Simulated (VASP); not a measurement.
Crystal: ZnO.

```xyz
2
Lattice="0.0000 2.1338 2.1338 2.0911 0.0000 2.1338 2.0911 2.1338 0.0000" Properties=species:S:1:pos:R:3 pbc="T T T"
Zn    0.0000    0.0000    0.0000
O     2.0911    2.1338    2.1338
```

This cell differs from its parent crystal: uniaxial x strain -2.0%.

Base run:

| Item | Value |
| --- | --- |
| Program | VASP 6.6.1 |
| Functional | r2SCAN |
| Potentials or basis | VASP PAW PBE potentials, release 64 (Zn, O) |
| Cutoff | 520 eV |
| k mesh | 10 × 10 × 10 |
| Occupations | gaussian, width 0.01 eV |
| Spin | no spin polarisation |

Its results: band gap on the k mesh 1.59 eV, indirect (least direct gap 3.14 eV); pressure 5.7 GPa.

**Question.** The run is repeated on the same cell with these changes: functional from r2SCAN to PBE; occupations from gaussian, width 0.01 eV to fermi-dirac, width 0.02 eV. What comes out?

**Answer.** Band gap on the k mesh 0.95 eV, indirect (least direct gap 2.46 eV); pressure 13.6 GPa.

Caveats: the PAW data sets were made with another functional, which shifts forces and pressure a little (some runs).

A k mesh can miss the band edges.
